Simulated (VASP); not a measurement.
Write the native input for VASP 6.6.1 that does the following.

| Quantity | Value |
| --- | --- |
| Task | relaxation of cell and atoms |
| Functional | r2SCAN |
| Dispersion | rVV10 |
| Potentials or basis | VASP PAW PBE potentials, release 64 (Si, C) |
| Cutoff | 600 eV |
| k mesh | 10 × 10 × 10 |
| Occupations | fermi-dirac, width 0.03 eV |
| Spin | no spin polarisation |
| Dipole correction | no |
| Further INCAR settings | ALGO = Normal; EDIFF = 1e-06; IBRION = 2; EDIFFG = -0.01; NSW = 100; ISIF = 3 |

Crystal: SiC.

```
Si C
1.0
     0.00000    2.01686    2.01686
     2.01686    0.00000    2.01686
     2.01686    2.01686    0.00000
Si C
1 1
Direct
  0.00000 0.00000 0.00000
  0.50000 0.50000 0.50000
```

The input as run:

POSCAR

```
SiC
1.0
    0.0000000000      2.0168583816      2.0168583816
    2.0168583816      0.0000000000      2.0168583816
    2.0168583816      2.0168583816      0.0000000000
Si C
1 1
Direct
    0.0000000000      0.0000000000      0.0000000000
    0.5000000000      0.5000000000      0.5000000000
```

INCAR.step1

```
PREC = Accurate ; ENCUT = 600
ISMEAR = -1 ; SIGMA = 0.03
LREAL = F ; LASPH = T
NELM = 60 ; GGA = PE
ALGO = Normal ; EDIFF = 1E-4
LWAVE = T ; LCHARG = F
```

INCAR.step2

```
PREC = Accurate ; ENCUT = 600
EDIFF = 1E-6 ; ISMEAR = -1
SIGMA = 0.03 ; LREAL = F
LASPH = T ; NELM = 60
ALGO = Normal ; ISIF = 3
LWAVE = F ; LCHARG = F
METAGGA = R2SCAN ; LMIXTAU = T
LUSE_VDW = T ; IVDW_NL = 2
BPARAM = 11.95 ; CPARAM = 0.0093
IBRION = 2 ; NSW = 100
EDIFFG = -0.01 ; ISTART = 1
```

KPOINTS

```
Automatic mesh
0
Gamma
  10 10 10
```

Potentials or basis: VASP PAW PBE potentials, release 64 (Si, C).

Launch:

```console
$ cat potpaw_PBE.64/Si/POTCAR potpaw_PBE.64/C/POTCAR > POTCAR
$ cp INCAR.step1 INCAR
$ mpirun -np 1 vasp_std > vasp.out
$ cp INCAR.step2 INCAR
$ mpirun -np 1 vasp_std > vasp.out
```

Results of the run:

```
Relaxed volume                        : 8.15 Å³/atom
Relaxed cell                          : a = 2.846 Å, b = 2.846 Å, c = 2.846 Å, α = 60.00°, β = 60.00°, γ = 60.00°
Space group after relaxing (to 0.1 Å) : Fm-3m (No. 225)
Energy gained by relaxing             : 0.3 meV/atom
Ionic steps                           : 3
Pressure after relaxing               : 0.0 GPa
Band gap on the k mesh                : zero (bands 4 and 5 overlap by 0.68 eV)
```

Caveat: semilocal functionals underestimate gaps, so a narrow gap can read as zero; the PAW data sets were made with another functional, which shifts forces and pressure a little.

Wall time 66 s on 1 thread of Intel(R) Xeon(R) 6975P-C (Granite Rapids), with other jobs on the host, peak memory 0.21 GiB.
